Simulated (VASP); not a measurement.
Wanted: the native input for a VASP 6.6.1 run.

- Task: single point
- Functional: PBE
- Potentials or basis: VASP PAW PBE potentials, release 64 (Si, N, O)
- Cutoff: 520 eV
- k mesh: 1 × 1 × 1, shifted
- Occupations: fermi-dirac, width 0.3447 eV
- Spin: no spin polarisation
- Dipole correction: no
- Further INCAR settings: LREAL = Auto; ALGO = Normal; EDIFF = 1e-06; NBANDS = 54; ISYM = 0

The structure of Si7N8O2 lies in POSCAR:

```
Si7N8O2
1.0
    5.8386290000      0.0627810000      0.1075870000
    0.0627810000      6.0367170000      0.0979630000
    0.1075870000      0.0979630000      5.8205090000
Si N O
7 8 2
Direct
    0.7560697827      1.2355613031      0.0842691641
    0.6163644789      0.3911247673      0.6358879334
    0.5615858874      0.9340889485      0.8059924834
    0.1952043889      0.6936720036      0.1610842548
    0.2381544824      0.6601438090      0.6374454546
    0.1250433736      0.1605855948      0.7210667507
    0.6855399004      0.7108067276      0.3172939101
    0.6433423251      0.9778437659      0.1487524923
    0.2934896432      0.3598333566      0.6195837812
    0.8114690883      0.5228021453      0.1822990410
    0.8319134962      0.2178362739      0.7574870218
    0.2504660242      0.9758190299      0.4809587877
    0.2245328959      0.9557478586      0.2789548563
    0.0576244986      0.7005987142      0.8907455690
    0.0808973356      1.1868677379      0.1616991528
    0.4458558431      0.4758878099      0.0448607347
    0.6266865751      0.8317014551      0.5734479067
```

These files were run (other wordings do the same):

INCAR

```
PREC = Accurate ; ENCUT = 520
EDIFF = 1E-6 ; ISMEAR = -1
SIGMA = 0.3447 ; LREAL = Auto
LASPH = True ; NELM = 100
ALGO = Normal ; ISIF = 2
LWAVE = False ; LCHARG = True
GGA = PE ; LELF = True
LVHAR = True ; NBANDS = 54
ISYM = 0
```

KPOINTS

```
Automatic mesh
0
Gamma
  1 1 1
  0.25 0.25 0.25
```

Potentials or basis: VASP PAW PBE potentials, release 64 (Si, N, O).

Command:

```console
$ cat potpaw_PBE.64/Si/POTCAR potpaw_PBE.64/N/POTCAR potpaw_PBE.64/O/POTCAR > POTCAR
$ mpirun -np 1 vasp_std > vasp.out
```

It gave:

```
Pressure               : -2.0 GPa
Largest force          : 7.340 eV/Å
Band gap on the k mesh : 0.60 eV
```

Caveat: the k points lie up to 1.08 Å⁻¹ apart; the standard files for N, O and F lose accuracy on very short bonds.

It took 43 s on 1 thread of Intel Xeon 6975P-C, with other jobs on the host, peak memory 0.32 GiB.
